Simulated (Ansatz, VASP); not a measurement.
# Two plane-wave programs on Si

```xyz
4
Lattice="3.6786 0.0000 0.0000 -1.8393 3.1858 0.0000 0.0000 0.0000 6.3418" Properties=species:S:1:pos:R:3 pbc="T T T"
Si    0.0000    2.1239    0.4001
Si    1.8393    1.0619    3.5710
Si    0.0000    2.1239    2.7708
Si    1.8393    1.0619    5.9417
```

Change from the starting cell: strain -0.040 along x and y, +0.000 along z, atoms carried along.

Alike in both runs: task single point; functional r2SCAN; k mesh 12 × 12 × 4; occupations gaussian, width 0.05 eV; no spin polarisation.

```csv
,VASP,Ansatz
version,VASP 6.6.1,Ansatz 0.2.0
potentials or method,"VASP PAW PBE potentials, release 64 (Si), cutoff 520 eV","scalar-relativistic, plane waves, PAW"
valence electrons in the cell,16,16
```

|  | VASP | Ansatz | Ansatz less VASP |
| --- | --- | --- | --- |
| gap on the k mesh at the Fermi level (eV) | 0.61 | 0.60 | -0.018 |
| least direct gap on the mesh (eV) | 1.86 | 1.84 | -0.017 |
| pressure (GPa) | 9.3 | 9.6 | +0.27 |
| traceless stress, the component that is largest in VASP (GPa) | -7.50 | -7.46 | +0.048 |
| rms of the force components (eV/Å) | 0.334 | 0.338 | +0.0044 |

VASP's potentials were made for PBE, not for r2SCAN. Atom by atom the forces differ by 0.004 eV/Å (rms over components).
